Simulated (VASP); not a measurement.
# Si2Ni (Fm-3m) in VASP: further runs, part 2 of 2

VASP 6.6.1. The steps go on from the part before.

### Step 3. Electric field gradients, PBE, collinear spin, ferromagnetic start

Input file INCAR:

```
ALGO = Normal
EDIFF = 1E-8
ENCUT = 520
GGA = PE
ISIF = 2
ISMEAR = -1
ISPIN = 2
LASPH = T
LCHARG = F
LEFG = T
LMAXMIX = 4
LORBIT = 11
LREAL = F
LWAVE = F
MAGMOM = 0 0 1.5
NBANDS = 20
NELM = 150
PREC = Accurate
SIGMA = 0.05
```

Input file KPOINTS:

```
k-points
0
Gamma
  11 11 11
```

Input file POSCAR:

```
Si2Ni
1.0
    0.0000000000      2.6975000000      2.6975000000
    2.6975000000      0.0000000000      2.6975000000
    2.6975000000      2.6975000000      0.0000000000
Si Ni
2 1
Direct
    0.2500000000      0.2500000000      0.2500000000
    0.7500000000      0.7500000000      0.7500000000
    0.0000000000      0.0000000000      0.0000000000
```

Potentials or basis: VASP PAW PBE potentials, release 64 (Si, Ni).

On the command line:

```sh
> cat potpaw_PBE.64/Si/POTCAR potpaw_PBE.64/Ni/POTCAR > POTCAR
> mpirun -np 1 vasp_std > vasp.out
```

OUTCAR:

```text
EDIFF = 1E-8
   ENCUT = 520
   GGA = PE
   ISIF = 2
   ISMEAR = -1
   ISPIN = 2
   LASPH = T
   LORBIT = 11
   LREAL = F
   NELM = 150
   PREC = Accurate

 ion  position               nearest neighbor table
   1  0.250  0.250  0.250-   3 2.34   3 2.34   3 2.34   3 2.34   2 2.70   2 2.70   2 2.70   2 2.70
                             2 2.70   2 2.70
   2  0.750  0.750  0.750-   3 2.34   3 2.34   3 2.34   3 2.34   1 2.70   1 2.70   1 2.70   1 2.70
                             1 2.70   1 2.70
   3  0.000  0.000  0.000-   2 2.34   2 2.34   2 2.34   1 2.34   2 2.34   1 2.34   1 2.34   1 2.34

  LATTYP: Found a face centered cubic cell.
 ALAT       =     5.3950000000

  Lattice vectors:

 A1 = (   0.0000000000,   2.6975000000,   2.6975000000)
 A2 = (   2.6975000000,   0.0000000000,   2.6975000000)
 A3 = (   2.6975000000,   2.6975000000,   0.0000000000)

Analysis of symmetry for initial positions (statically):
=====================================================================
 Subroutine PRICEL returns:
 Original cell was already a primitive cell.

 Routine SETGRP: Setting up the symmetry group for a
 face centered cubic supercell.

 Subroutine GETGRP returns: Found 48 space group operations
 (whereof 48 operations were pure point group operations)
 out of a pool of 48 trial point group operations.

The static configuration has the point symmetry O_h .

Analysis of symmetry for dynamics (positions and initial velocities):
=====================================================================
 Subroutine PRICEL returns:
 Original cell was already a primitive cell.

 Routine SETGRP: Setting up the symmetry group for a
 face centered cubic supercell.

 Subroutine GETGRP returns: Found 48 space group operations
[... 1295 lines left out ...]
  external PRESSURE =      42.1872921 kB  Pullay stress =       0.0000000 kB

 VOLUME and BASIS-vectors are now :
 -----------------------------------------------------------------------------
  energy-cutoff  :      520.00
  volume of cell :       39.26
      direct lattice vectors                 reciprocal lattice vectors
     0.000000000  2.697500000  2.697500000    -0.185356812  0.185356812  0.185356812
     2.697500000  0.000000000  2.697500000     0.185356812 -0.185356812  0.185356812
     2.697500000  2.697500000  0.000000000     0.185356812  0.185356812 -0.185356812

 POSITION                                       TOTAL-FORCE (eV/Angst)
 -----------------------------------------------------------------------------------
      1.34875      1.34875      1.34875         0.000000      0.000000     -0.000000
      4.04625      4.04625      4.04625        -0.000000     -0.000000      0.000000
      0.00000      0.00000      0.00000        -0.000000     -0.000000     -0.000000
 -----------------------------------------------------------------------------------
    total drift:                               -0.000000     -0.000000      0.000000

  FREE ENERGIE OF THE ION-ELECTRON SYSTEM (eV)
  ---------------------------------------------------
  free  energy   TOTEN  =       -17.3578105672 eV

  energy  without entropy=      -17.3502928106  energy(sigma->0) =      -17.35405169

 Electric field gradients (V/A^2)
---------------------------------------------------------------------
 ion       V_xx      V_yy      V_zz      V_xy      V_xz      V_yz
---------------------------------------------------------------------
   1       0.000     0.000     0.000    -0.000    -0.000    -0.000
   2       0.000     0.000     0.000    -0.000    -0.000    -0.000
   3      -0.000    -0.000     0.000     0.002     0.002     0.002
---------------------------------------------------------------------

 Electric field gradients after diagonalization (V/A^2)
 (convention: |V_zz| > |V_xx| > |V_yy|)
----------------------------------------------------------------------
 ion       V_xx      V_yy      V_zz     asymmetry (V_yy - V_xx)/ V_zz
----------------------------------------------------------------------
   1       0.000     0.000    -0.000       0.000
   2       0.000     0.000    -0.000       0.000
   3      -0.002    -0.002     0.004       0.000
----------------------------------------------------------------------

           NMR quadrupolar parameters

 Cq : quadrupolar parameter    Cq=e*Q*V_zz/h
 eta: asymmetry parameters     (V_yy - V_xx)/ V_zz
 Q  : nuclear electric quadrupole moment in mb (millibarn)
----------------------------------------------------------------------
 ion       Cq(MHz)       eta       Q (mb)
----------------------------------------------------------------------
   1      -0.000       0.000       1.000
   2      -0.000       0.000       1.000
   3       0.000       0.000       1.000
----------------------------------------------------------------------

 total charge

# of ion       s       p       d       tot
------------------------------------------
    1        0.740   0.849   0.000   1.589
    2        0.740   0.849   0.000   1.589
    3        0.562   0.810   8.452   9.824
--------------------------------------------------
tot          2.041   2.508   8.452  13.002

 magnetization (x)

# of ion       s       p       d       tot
------------------------------------------
    1       -0.000  -0.000   0.000  -0.000
    2       -0.000  -0.000   0.000  -0.000
    3        0.000   0.000  -0.000  -0.000
--------------------------------------------------
tot         -0.000   0.000  -0.000  -0.000
```

OSZICAR:

```text
N       E                     dE             d eps       ncg     rms          rms(c)
DAV:   1     0.737615768043E+02    0.73762E+02   -0.71007E+03  4552   0.887E+02
DAV:   2    -0.141457560776E+02   -0.87907E+02   -0.78442E+02  4688   0.200E+02
DAV:   3    -0.190491665211E+02   -0.49034E+01   -0.47833E+01  5484   0.488E+01
[... 12 lines left out ...]
DAV:  16    -0.173578104088E+02    0.52657E-07   -0.14095E-07  5212   0.542E-03    0.152E-03
DAV:  17    -0.173578104722E+02   -0.63353E-07   -0.21285E-08  4864   0.214E-03    0.665E-04
DAV:  18    -0.173578105523E+02   -0.80151E-07   -0.49516E-09  2816   0.122E-03    0.112E-04
DAV:  19    -0.173578105662E+02   -0.13847E-07   -0.33206E-09  2620   0.367E-04    0.874E-05
DAV:  20    -0.173578105672E+02   -0.10032E-08   -0.28398E-10  2628   0.147E-04
   1 F= -.17357811E+02 E0= -.17354052E+02  d E =-.751776E-02  mag=    -0.0000
```

Run time: 52 s. Hardware: 1 thread of Intel Xeon 6975P-C (Granite Rapids), shared host; peak memory 0.21 GiB.

What came out:

```
Free energy                                           : -17.3578 eV
Pressure                                              : 4.2 GPa
Band gap on the k mesh                                : zero (filled and empty bands overlap)
Net moment                                            : 0.00 μB per cell
Largest electric field gradient by atom               : zero within the noise of the run
Valence electrons inside the program's atomic spheres : Si 1.59; Ni 9.82
```

Caveat: the cell stands under pressure.

### Step 4. Single point, PBE, collinear spin, ferromagnetic start

POSCAR is that of step 3.

Input file INCAR.step1:

```
  PREC = Accurate
  ENCUT = 520
  EDIFF = 1E-6
  ISMEAR = -1
  SIGMA = 0.05
  LREAL = False
  LASPH = True
  NELM = 150
  ALGO = Normal
  ISIF = 2
  LWAVE = False
  LCHARG = True
  ISPIN = 2
  MAGMOM = 0 0 1.5
  LMAXMIX = 4
  GGA = PE
  NBANDS = 20
```

Input file KPOINTS.step1:

```
regular mesh
0
Gamma
  11 11 11
```

Input file INCAR.step2:

```
  PREC = Accurate
  ENCUT = 520
  EDIFF = 1E-6
  ISMEAR = -5
  SIGMA = 0.05
  LREAL = False
  LASPH = True
  NELM = 150
  ALGO = Normal
  ISIF = 2
  LWAVE = False
  LCHARG = False
  ISPIN = 2
  MAGMOM = 0 0 1.5
  LORBIT = 11
  LMAXMIX = 4
  GGA = PE
  NEDOS = 2001
  ICHARG = 11
```

Input file KPOINTS.step2:

```
regular mesh
0
Gamma
  17 17 17
```

On the command line:

```sh
> cat potpaw_PBE.64/Si/POTCAR potpaw_PBE.64/Ni/POTCAR > POTCAR
> cp INCAR.step1 INCAR
> cp KPOINTS.step1 KPOINTS
> mpirun -np 1 vasp_std > vasp.out
> cp INCAR.step2 INCAR
> cp KPOINTS.step2 KPOINTS
> mpirun -np 1 vasp_std > vasp.out
```

Wall time 82 s (1 thread of Intel Xeon 6975P-C (Granite Rapids), shared host); peak memory 0.27 GiB.

The run converged. Its results:

| Property | Result |
| --- | --- |
| Net moment | 0.00 μB per cell |
| Valence electrons inside the program's atomic spheres | Si 1.59; Ni 9.82 |

Levels at points of the mesh, in eV from the Fermi level:
Spin up:
```tsv
k point	band 6	band 7	band 8	band 9	band 10	band 11	band 12	band 13
(0.00, 0.00, 0.00)	-3.56	-0.26	1.69	1.69	1.69	2.26	2.26	2.26
```
Spin down:
```csv
k point,band 6,band 7,band 8,band 9,band 10,band 11,band 12,band 13
"(0.00, 0.00, 0.00)",-3.56,-0.26,1.69,1.69,1.69,2.26,2.26,2.26
```

Caveat: tetrahedron occupations give inexact forces and stress in metals.
